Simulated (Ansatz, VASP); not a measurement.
# One calculation of Co4Ge, two programs

File INCAR:

```
  ALGO = Normal
  EDIFF = 1E-6
  ENCUT = 520
  GGA = PE
  ISIF = 2
  ISMEAR = 0
  ISPIN = 2
  LASPH = True
  LCHARG = False
  LMAXMIX = 4
  LORBIT = 11
  LREAL = False
  LWAVE = False
  MAGMOM = -3 3 3 -3 0
  NBANDS = 37
  NELM = 150
  PREC = Accurate
  SIGMA = 0.1
```

File KPOINTS:

```
k-points
0
Gamma
  6 6 6
```

Contents of POSCAR:

```
Co4Ge
1.0
    1.3124951100      0.7577694100      9.8626480100
   -1.3124951100      0.7577694100      9.8626480100
    0.0000000000     -1.5155388100      9.8626480100
Co Ge
4 1
Direct
    0.4011600000      0.4011600000      0.4011600000
    0.7996799900      0.7996799900      0.7996799900
    0.2003200100      0.2003200100      0.2003200100
    0.5988400000      0.5988400000      0.5988400000
    0.0000000000      0.0000000000      0.0000000000
```

Input for Ansatz:

```yaml
crystal:
  lattice:
    - [1.31249511, 0.75776941, 9.86264801]
    - [-1.31249511, 0.75776941, 9.86264801]
    - [0.0, -1.51553881, 9.86264801]
  atoms:
    - { symbol: Co, position: [0.40116, 0.40116, 0.40116], spin: -3.0 }
    - { symbol: Co, position: [0.79967999, 0.79967999, 0.79967999], spin: 3.0 }
    - { symbol: Co, position: [0.20032001, 0.20032001, 0.20032001], spin: 3.0 }
    - { symbol: Co, position: [0.59884, 0.59884, 0.59884], spin: -3.0 }
    - { symbol: Ge, position: [0.0, 0.0, 0.0] }
basis:
  ecutwfc: 420
kpoints:
  mp_grid: { grid: [6, 6, 6] }
hamiltonian:
  xc: pbe
scf:
  occupations: { method: gaussian, width: 0.1 }
  lower_state_search: "off"
output:
  forces: true
  stress: true
  eigenvalues: true
  populations: true
magnetization:
  spin_polarized: true
```

Alike in both runs: task single point; functional PBE; k mesh 6 × 6 × 6; occupations gaussian, width 0.1 eV; collinear spin.

|  | VASP | Ansatz |
| --- | --- | --- |
| version | VASP 6.6.1 | Ansatz 0.2.0 |
| potentials or method | VASP PAW PBE potentials, release 64 (Co, Ge_d), cutoff 520 eV | scalar-relativistic, plane waves, PAW |
| valence electrons in the cell | 50 | 82 |

Ansatz gave:

- gap on the k mesh at the Fermi level (eV): none
- pressure (GPa): -3.0
- traceless stress, the component that is largest in VASP (GPa): 0.04
- rms of the force components (eV/Å): 0.387
- net moment per atom (μB): 0.46
- size of the moment on the site where the two differ most (μB): 1.69

**Question.** What did VASP give for the same quantities?

**Answer.** gap on the k mesh at the Fermi level (eV): none; pressure (GPa): -3.2; traceless stress, the component that is largest in VASP (GPa): -0.18; rms of the force components (eV/Å): 0.370; net moment per atom (μB): 0.46; size of the moment on the site where the two differ most (μB): 1.65.

Site moments also hang on the region over which each program counts them. Atom by atom the forces differ by 0.018 eV/Å (rms over components). A gap of «none» marks a metal or a gap that the smearing closes. With one functional, cell and mesh, what is left measures potentials, basis and numerics. VASP's potentials hold 50 valence electrons a cell and Ansatz's 82, so a difference there can come from the potentials and not from the codes. Ansatz's warnings: seeded moment not kept.

The k mesh is coarse, so the values compare programs but aren't converged.
